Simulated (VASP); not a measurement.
# BN (P4_2/mnm) in VASP: notebook

BN is run at these levels: PBEsol; tasks: single point.

All numbers are computed with VASP 6.6.1; they aren't measurements. Logs are shortened: lines on timing, memory, paths and dates and some standing lists are left out, and cuts for length are marked.

### Step 1. The cell of the first run

The structure is tetragonal, space group P4_2/mnm (No. 136). Conventional cell: a = 4.431 Å, b = 4.431 Å, c = 2.843 Å, α = 90.00°, β = 90.00°, γ = 90.00°. Within 2.2 Å of B (site symmetry m2m) lie 4 N at 1.60 to 1.66 Å and 1 B at 2.18 Å. N (site symmetry m2m) has 4 B at 1.60 to 1.66 Å within 2.1 Å.

### Step 2. Single point, PBEsol

File INCAR:

```
SYSTEM = BN
PREC = Accurate
ENCUT = 520
EDIFF = 1E-6
ISMEAR = 0
SIGMA = 0.05
LREAL = .FALSE.
LASPH = .TRUE.
NELM = 80
ALGO = Normal
ISIF = 2
LWAVE = .FALSE.
LCHARG = .FALSE.
GGA = PS
NBANDS = 26
```

File KPOINTS:

```
Automatic mesh
0
G
  6 6 10
  0 0 0
```

File POSCAR:

```
BN
1.0
    4.4312000000      0.0000000000      0.0000000000
    0.0000000000      4.4312000000      0.0000000000
    0.0000000000      0.0000000000      2.8426000000
B N
4 4
Direct
    0.1741337327      0.8258662673      0.5000000000
    0.3258662673      0.3258662673      0.0000000000
    0.6741337327      0.6741337327      0.0000000000
    0.8258662673      0.1741337327      0.5000000000
    0.8123909516      0.8123909516      0.5000000000
    0.3123909516      0.6876090484      0.0000000000
    0.6876090484      0.3123909516      0.0000000000
    0.1876090484      0.1876090484      0.5000000000
```

Potentials or basis: VASP PAW PBE potentials, release 64 (B, N).

Command:

```bash
$ cat potpaw_PBE.64/B/POTCAR potpaw_PBE.64/N/POTCAR > POTCAR
$ mpirun -np 1 vasp_std > vasp.out
```

OUTCAR:

```text
SYSTEM = BN
   PREC = Accurate
   ENCUT = 520
   EDIFF = 1E-6
   ISMEAR = 0
   LREAL = .FALSE.
   LASPH = .TRUE.
   NELM = 80
   ISIF = 2
   GGA = PS

 ion  position               nearest neighbor table
   1  0.174  0.826  0.500-   5 1.60   8 1.60   6 1.66   6 1.66
   2  0.326  0.326  0.000-   6 1.60   7 1.60   8 1.66   8 1.66
   3  0.674  0.674  0.000-   6 1.60   7 1.60   5 1.66   5 1.66
   4  0.826  0.174  0.500-   5 1.60   8 1.60   7 1.66   7 1.66
   5  0.812  0.812  0.500-   1 1.60   4 1.60   3 1.66   3 1.66
   6  0.312  0.688  0.000-   2 1.60   3 1.60   1 1.66   1 1.66
   7  0.688  0.312  0.000-   2 1.60   3 1.60   4 1.66   4 1.66
   8  0.188  0.188  0.500-   1 1.60   4 1.60   2 1.66   2 1.66

  LATTYP: Found a simple tetragonal cell.
 ALAT       =     4.4312000000
 C/A-ratio  =     0.6414966600

  Lattice vectors:

 A1 = (   4.4312000000,   0.0000000000,   0.0000000000)
 A2 = (   0.0000000000,   4.4312000000,   0.0000000000)
 A3 = (   0.0000000000,   0.0000000000,   2.8426000000)

Analysis of symmetry for initial positions (statically):
=====================================================================
 Subroutine PRICEL returns:
 Original cell was already a primitive cell.

 Routine SETGRP: Setting up the symmetry group for a
 simple tetragonal supercell.

 Subroutine GETGRP returns: Found 16 space group operations
 (whereof  8 operations were pure point group operations)
 out of a pool of 16 trial point group operations.

The static configuration has the point symmetry D_2h.
 The point group associated with its full space group is D_4h.

Analysis of symmetry for dynamics (positions and initial velocities):
=====================================================================
 Subroutine PRICEL returns:
 Original cell was already a primitive cell.

 Routine SETGRP: Setting up the symmetry group for a
 simple tetragonal supercell.

 Subroutine GETGRP returns: Found 16 space group operations
 (whereof  8 operations were pure point group operations)
 out of a pool of 16 trial point group operations.

The dynamic configuration has the point symmetry D_2h.
 The point group associated with its full space group is D_4h.

 Subroutine INISYM returns: Found 16 space group operations
 (whereof  8 operations are pure point group operations),
 and found     1 'primitive' translations

----------------------------------------------------------------------------------------
[... 105 lines left out ...]
   EDIFF  = 0.1E-05   stopping-criterion for ELM
   LREAL  =      F    real-space projection
   EDIFFG = 0.1E-04   stopping-criterion for IOM
   NSW    =      0    number of steps for IOM
   IBRION =     -1    ionic relax: 0-MD 1-quasi-New 2-CG
   NFREE  =      0    steps in history (QN), initial steepest desc. (CG)
   ISIF   =      2    stress and relaxation
   ISYM   =      2    0-nonsym 1-usesym 2-fastsym
   POTIM  = 0.5000    time-step for ionic-motion
   TEBEG  =    0.0;   TEEND  =   0.0 temperature during run
   PSTRESS=    0.0 pullay stress
   NELECT =      32.0000    total number of electrons
   NUPDOWN=      -1.0000    fix difference up-down
   EMIN   =  10.00;   EMAX   =-10.00  energy-range for DOS
   EFERMI =   0.00;   METHOD = LEGACY
   ISMEAR =     0;   SIGMA  =   0.05  broadening in eV -4-tet -1-fermi 0-gaus
   EFERMI_NEDOS =   21; number of points for ismear=-14 and -15
   IALGO  =     38    algorithm
   IMIX   =      4    mixing-type and parameters
     AMIX     =   0.40;   BMIX     =  1.00
     AMIX_MAG =   1.60;   BMIX_MAG =  1.00
  volume/ion in A,a.u.               =       6.98        47.08
  Fermi-wavevector in a.u.,A,eV,Ry     =   1.359999  2.570026 25.165308  1.849598
  Thomas-Fermi vector in A             =   2.486699
   LORBIT       =      0    0 simple, 1 ext, 2 COOP (PROOUT), +10 PAW based schemes
   GGA     = PS    functional components
   LHFCALC =     F    Hartree Fock is set to
   AEXX    =    0.0000 exact exchange contribution
   IVDW    =     0    specifies the selected vdW correction
   LEPSILON=     F    determine dielectric tensor
   LRPA    =     F    only Hartree local field effects (RPA)
 non-spin polarized calculation
 Gauss-broadening in eV      SIGMA  =   0.05
  energy-cutoff  :      520.00
  volume of cell :       55.82
 maximum number of plane-waves:      1535
 NGX is ok and might be reduce to    36
   NGX = 17   NGY = 17   NGZ = 11

 number of electron      32.0000004 magnetization

 Free energy of the ion-electron system (eV)
  ---------------------------------------------------
  ext. energy  EPLUGINS =         0.00000000
  ---------------------------------------------------
  free energy    TOTEN  =       -70.76244553 eV

  energy without entropy =      -70.76244553  energy(sigma->0) =      -70.76244553

 E-fermi :   5.9214     XC(G=0): -12.1350

 val. band max:        5.6966253062   @ k =   0.0000   0.0000   0.0000
 cond. band min:       9.6443619672   @ k =   0.0000   0.0000   0.0000
 fundamental gap:      3.9477366610
 Fermi energy:         5.9214047804

 k-point     1 :       0.0000    0.0000    0.0000
  band No.  band energies     occupation
      1     -13.3778      2.00000
      2      -9.5356      2.00000
      3      -9.2962      2.00000
      4      -9.2962      2.00000
      5      -2.8588      2.00000
      6      -2.6306      2.00000
[... 685 lines left out ...]
     25      15.5798      0.00000
     26      15.5798      0.00000

 [... further k-points ...]
[... 5 lines left out ...]
  --------------------------------------------------------------------------------------
  -------------------------------------------------------------------------------------
  Total       -4.7751905     -4.7751905    -27.7845581      0.0000000      0.0000000      0.0000000
  in kB     -137.0701323   -137.0701323   -797.5457768      0.0000000      0.0000000      0.0000000
  external PRESSURE =    -357.2286805 kB  Pullay stress =       0.0000000 kB

 VOLUME and BASIS-vectors are now :
 -----------------------------------------------------------------------------
  energy-cutoff  :      520.00
  volume of cell :       55.82
      direct lattice vectors                 reciprocal lattice vectors
     4.431200000  0.000000000  0.000000000     0.225672504  0.000000000  0.000000000
     0.000000000  4.431200000  0.000000000     0.000000000  0.225672504  0.000000000
     0.000000000  0.000000000  2.842600000     0.000000000  0.000000000  0.351790614

 POSITION                                       TOTAL-FORCE (eV/Angst)
 -----------------------------------------------------------------------------------
      0.77162      3.65958      1.42130        -0.112826      0.112826      0.000000
      1.44398      1.44398      0.00000         0.112826      0.112826      0.000000
      2.98722      2.98722      0.00000        -0.112826     -0.112826     -0.000000
      3.65958      0.77162      1.42130         0.112826     -0.112826     -0.000000
      3.59987      3.59987      1.42130        -0.199020     -0.199020      0.000000
      1.38427      3.04693      0.00000        -0.199020      0.199020      0.000000
      3.04693      1.38427      0.00000         0.199020     -0.199020      0.000000
      0.83133      0.83133      1.42130         0.199020      0.199020      0.000000
 -----------------------------------------------------------------------------------
    total drift:                                0.000000     -0.000000      0.000000

  FREE ENERGIE OF THE ION-ELECTRON SYSTEM (eV)
  ---------------------------------------------------
  free  energy   TOTEN  =       -70.7624455302 eV

  energy  without entropy=      -70.7624455302  energy(sigma->0) =      -70.76244553
```

OSZICAR:

```text
N       E                     dE             d eps       ncg     rms          rms(c)
DAV:   1     0.105935835161E+03    0.10594E+03   -0.16507E+04  3120   0.118E+03
DAV:   2    -0.668856069949E+02   -0.17282E+03   -0.16167E+03  4184   0.267E+02
DAV:   3    -0.741795266896E+02   -0.72939E+01   -0.72431E+01  4262   0.519E+01
DAV:   4    -0.742392983035E+02   -0.59772E-01   -0.59699E-01  3944   0.501E+00
DAV:   5    -0.742401310869E+02   -0.83278E-03   -0.83233E-03  4228   0.562E-01    0.121E+01
DAV:   6    -0.710259255609E+02    0.32142E+01   -0.84030E+00  3966   0.162E+01    0.555E+00
DAV:   7    -0.708317904814E+02    0.19414E+00   -0.44653E-01  3922   0.410E+00    0.351E+00
DAV:   8    -0.707650496831E+02    0.66741E-01   -0.13058E-01  3720   0.214E+00    0.364E-01
DAV:   9    -0.707621703743E+02    0.28793E-02   -0.12200E-02  3934   0.732E-01    0.160E-01
DAV:  10    -0.707624065978E+02   -0.23622E-03   -0.10428E-03  3916   0.201E-01    0.518E-02
DAV:  11    -0.707624384036E+02   -0.31806E-04   -0.16217E-04  3954   0.799E-02    0.230E-02
DAV:  12    -0.707624452071E+02   -0.68034E-05   -0.18354E-05  3984   0.290E-02    0.556E-03
DAV:  13    -0.707624455302E+02   -0.32314E-06   -0.23468E-06  3428   0.105E-02
   1 F= -.70762446E+02 E0= -.70762446E+02  d E =-.261752E-12
```

stdout:

```text
POSCAR found type information on POSCAR B N
 POSCAR found :  2 types and       8 ions
 scaLAPACK will be used
 -----------------------------------------------------------------------------
|                                                                             |
|                                                                             |
|     You enforced a specific xc type in the INCAR file but a different       |
|     I HOPE YOU KNOW WHAT YOU ARE DOING!                                     |
|                                                                             |
 -----------------------------------------------------------------------------

 LDA part: xc-table for (Slater+PW92), standard interpolation
 POSCAR, INCAR and KPOINTS ok, starting setup
 FFT: planning ... GRIDC
 FFT: planning ... GRID_SOFT
 FFT: planning ... GRID
 WAVECAR not read
 entering main loop
```

Run time: 72 s. Hardware: 1 thread of Intel Xeon Platinum 8488C (Sapphire Rapids), shared host; peak memory 0.21 GiB.

What came out:

```yaml
Free_energy: -70.7624 eV
Pressure: -35.7 GPa
Largest_force: 0.281 eV/Å
Band_gap_on_the_k_mesh: 3.95 eV
```

Forces on the atoms (eV/Å):
```
B   -0.113  0.113  0.000
B    0.113  0.113  0.000
B   -0.113 -0.113  0.000
B    0.113 -0.113  0.000
N   -0.199 -0.199  0.000
N   -0.199  0.199  0.000
N    0.199 -0.199  0.000
N    0.199  0.199  0.000
```

Caveat: the cell stands under tension; the PAW data sets were made with another functional, which shifts forces and pressure a little. A k mesh can miss the band edges.

### Step 3. Single point, PBEsol

This run uses another cell than the first one, of 6.99 Å³/atom.

File INCAR:

```
SYSTEM = BN
ALGO = Normal
EDIFF = 1E-6
ENCUT = 520
GGA = PS
ISIF = 2
ISMEAR = 0
LASPH = .True.
LCHARG = .True.
LELF = .True.
LREAL = .False.
LVHAR = .True.
LWAVE = .False.
NBANDS = 26
NELM = 100
PREC = Accurate
SIGMA = 0.05
```

File KPOINTS:

```
k-points
0
Gamma
  6 6 10
  0 0 0
```

Edit POSCAR of step 2 so:

```diff
@@ -2,5 +2,5 @@
 1.0
-    4.4312000000      0.0000000000      0.0000000000
-    0.0000000000      4.4312000000      0.0000000000
-    0.0000000000      0.0000000000      2.8426000000
+    4.4972000000      0.0000000000      0.0000000000
+    0.0000000000      4.4972000000      0.0000000000
+    0.0000000000      0.0000000000      2.7665000000
 B N
```

Potentials or basis: VASP PAW PBE potentials, release 64 (B, N).

Command:

```bash
$ cat potpaw_PBE.64/B/POTCAR potpaw_PBE.64/N/POTCAR > POTCAR
$ mpirun -np 1 vasp_std > vasp.out
```

It took 68 s on 1 thread of Intel Xeon Platinum 8488C (Sapphire Rapids), shared host; peak memory 0.21 GiB.

It converged, with:

```yaml
Free_energy: -71.2652 eV
Pressure: -37.4 GPa
Largest_force: 0.101 eV/Å
Band_gap_on_the_k_mesh: 4.60 eV (least direct gap 4.83 eV)
```

Forces on the atoms (eV/Å):
```
B   -0.071  0.071  0.000
B    0.071  0.071  0.000
B   -0.071 -0.071  0.000
B    0.071 -0.071  0.000
N   -0.014 -0.014  0.000
N   -0.014  0.014  0.000
N    0.014 -0.014  0.000
N    0.014  0.014  0.000
```

Stress tensor (GPa, compression positive):
```
-22.98   0.00   0.00
  0.00 -22.98   0.00
  0.00   0.00 -66.14
```

Levels at points of the mesh, in eV from the valence-band top:
| k point | band 14 | band 15 | band 16 | band 17 | band 18 | band 19 |
| --- | --- | --- | --- | --- | --- | --- |
| (0.00, 0.00, 0.00) | -0.58 | 0.00 | 0.00 | 4.83 | 6.15 | 7.46 |
| (0.50, 0.00, 0.00) | -1.65 | -1.29 | -1.29 | 5.97 | 5.97 | 7.35 |
| (0.50, 0.50, 0.00) | -2.73 | -2.07 | -2.07 | 6.32 | 6.32 | 6.78 |
| (0.00, 0.00, 0.50) | -3.71 | -3.18 | -3.18 | 6.12 | 6.12 | 9.71 |
| (0.50, 0.00, 0.50) | -3.42 | -1.78 | -1.78 | 6.37 | 6.37 | 8.32 |
| (0.50, 0.50, 0.50) | -2.89 | -2.18 | -2.18 | 5.77 | 5.77 | 6.44 |

Caveat: the cell stands under tension; the PAW data sets were made with another functional, which shifts forces and pressure a little. A k mesh can miss the band edges.

### Step 4. Single point, PBEsol

This run uses another cell than the first one, of 7.08 Å³/atom.

File INCAR:

```
  PREC = Accurate
  ENCUT = 520
  EDIFF = 1E-6
  ISMEAR = 0
  SIGMA = 0.05
  LREAL = F
  LASPH = T
  NELM = 80
  ALGO = Normal
  ISIF = 2
  LWAVE = F
  LCHARG = T
  GGA = PS
  LELF = T
  LVHAR = T
  NBANDS = 26
```

File KPOINTS:

```
Automatic mesh
0
Gamma
  6 6 10
```

Edit POSCAR of step 3 so:

```diff
@@ -2,5 +2,5 @@
 1.0
-    4.4972000000      0.0000000000      0.0000000000
-    0.0000000000      4.4972000000      0.0000000000
-    0.0000000000      0.0000000000      2.7665000000
+    4.4642000000      0.0000000000      0.0000000000
+    0.0000000000      4.4642000000      0.0000000000
+    0.0000000000      0.0000000000      2.8426000000
 B N
```

Command:

```bash
$ cat potpaw_PBE.64/B/POTCAR potpaw_PBE.64/N/POTCAR > POTCAR
$ mpirun -np 1 vasp_std > vasp.out
```

It took 61 s on 1 thread of Intel Xeon Platinum 8488C (Sapphire Rapids), shared host; peak memory 0.21 GiB.

The run converged. Its results:

```
Free energy            : -70.6783 eV
Pressure               : -39.2 GPa
Largest force          : 0.210 eV/Å
Band gap on the k mesh : 4.05 eV
```

Forces on the atoms (eV/Å):
```
B   -0.148  0.148  0.000
B    0.148  0.148  0.000
B   -0.148 -0.148  0.000
B    0.148 -0.148  0.000
N   -0.096 -0.096  0.000
N   -0.096  0.096  0.000
N    0.096 -0.096  0.000
N    0.096  0.096  0.000
```

Stress tensor (GPa, compression positive):
```
-18.98   0.00   0.00
  0.00 -18.98   0.00
  0.00   0.00 -79.49
```

Levels at points of the mesh, in eV from the valence-band top:
```tsv
k point	band 13	band 14	band 15	band 16	band 17	band 18	band 19	band 20
(0.00, 0.00, 0.00)	-0.81	-0.69	0.00	0.00	4.05	5.69	6.90	6.90
(0.50, 0.00, 0.00)	-1.75	-1.75	-1.36	-1.36	5.29	5.29	6.92	6.92
(0.50, 0.50, 0.00)	-2.90	-2.90	-1.85	-1.85	5.67	5.67	6.33	6.33
(0.00, 0.00, 0.50)	-3.60	-3.60	-3.18	-3.18	6.04	6.04	9.81	9.81
(0.50, 0.00, 0.50)	-3.47	-3.47	-1.62	-1.62	6.41	6.41	8.30	8.30
(0.50, 0.50, 0.50)	-2.93	-2.93	-2.10	-2.10	5.80	5.80	6.51	6.51
```

Caveat: the cell stands under tension; the PAW data sets were made with another functional, which shifts forces and pressure a little. A k mesh can miss the band edges.

### Step 5. Single point, PBEsol

This run uses another cell than the first one, of 7.10 Å³/atom.

File INCAR:

```
SYSTEM = BN
  ALGO = Normal
  EDIFF = 1E-6
  ENCUT = 520
  GGA = PS
  ISIF = 2
  ISMEAR = 0
  LASPH = .True.
  LCHARG = .True.
  LELF = .True.
  LREAL = .False.
  LVHAR = .True.
  LWAVE = .False.
  NBANDS = 26
  NELM = 100
  PREC = Accurate
  SIGMA = 0.05
```

File KPOINTS:

```
k-points
0
Gamma
  6 6 10
  0 0 0
```

Edit POSCAR of step 4 so:

```diff
@@ -2,5 +2,5 @@
 1.0
-    4.4642000000      0.0000000000      0.0000000000
-    0.0000000000      4.4642000000      0.0000000000
-    0.0000000000      0.0000000000      2.8426000000
+    4.5302000000      0.0000000000      0.0000000000
+    0.0000000000      4.5302000000      0.0000000000
+    0.0000000000      0.0000000000      2.7665000000
 B N
```

Command:

```bash
$ cat potpaw_PBE.64/B/POTCAR potpaw_PBE.64/N/POTCAR > POTCAR
$ mpirun -np 1 vasp_std > vasp.out
```

Run time: 59 s. Hardware: 1 thread of Intel Xeon Platinum 8488C (Sapphire Rapids), shared host; peak memory 0.21 GiB.

Results (log left out):

```yaml
Free_energy: -71.1356 eV
Pressure: -40.5 GPa
Largest_force: 0.117 eV/Å
Band_gap_on_the_k_mesh: 4.61 eV (least direct gap 4.94 eV)
```

Forces on the atoms (eV/Å):
```
B   -0.083  0.083  0.000
B    0.083  0.083  0.000
B   -0.083 -0.083  0.000
B    0.083 -0.083  0.000
N    0.056  0.056  0.000
N    0.056 -0.056  0.000
N   -0.056  0.056  0.000
N   -0.056 -0.056  0.000
```

Stress tensor (GPa, compression positive):
```
-27.80   0.00   0.00
  0.00 -27.80   0.00
  0.00   0.00 -66.00
```

Levels at points of the mesh, in eV from the valence-band top:
| k point | band 13 | band 14 | band 15 | band 16 | band 17 | band 18 | band 19 | band 20 |
| --- | --- | --- | --- | --- | --- | --- | --- | --- |
| (0.00, 0.00, 0.00) | -0.62 | -0.52 | 0.00 | 0.00 | 4.94 | 6.21 | 7.37 | 7.64 |
| (0.50, 0.00, 0.00) | -1.60 | -1.60 | -1.25 | -1.25 | 6.05 | 6.05 | 7.32 | 7.32 |
| (0.50, 0.50, 0.00) | -2.64 | -2.64 | -2.08 | -2.08 | 6.37 | 6.37 | 6.77 | 6.77 |
| (0.00, 0.00, 0.50) | -3.66 | -3.66 | -3.12 | -3.12 | 6.12 | 6.12 | 9.58 | 9.58 |
| (0.50, 0.00, 0.50) | -3.34 | -3.34 | -1.78 | -1.78 | 6.29 | 6.29 | 8.26 | 8.26 |
| (0.50, 0.50, 0.50) | -2.82 | -2.82 | -2.15 | -2.15 | 5.72 | 5.72 | 6.31 | 6.31 |

Caveat: the cell stands under tension; the PAW data sets were made with another functional, which shifts forces and pressure a little. A k mesh can miss the band edges.

### Step 6. The runs side by side

| cell | gap on the mesh (eV) | pressure (GPa) | largest force (eV/Å) |
| --- | --- | --- | --- |
| a = 4.431, b = 4.431, c = 2.843 Å, 8 atoms | 3.95 | -35.7 | 0.28 |
| a = 4.497, b = 4.497, c = 2.767 Å, 8 atoms | 4.60 | -37.4 | 0.10 |
| a = 4.464, b = 4.464, c = 2.843 Å, 8 atoms | 4.05 | -39.2 | 0.21 |
| a = 4.530, b = 4.530, c = 2.767 Å, 8 atoms | 4.61 | -40.5 | 0.12 |

Alike in all rows: task single point; level PBEsol; potentials or basis VASP PAW PBE potentials, release 64 (B, N); no spin polarisation; k mesh 6 × 6 × 10; cutoff (eV) 520; smearing gaussian 0.05 eV.

Caveats: the cell stands under tension; the PAW data sets were made with another functional, which shifts forces and pressure a little.

Absolute energies hang on the potentials; compare differences alone.
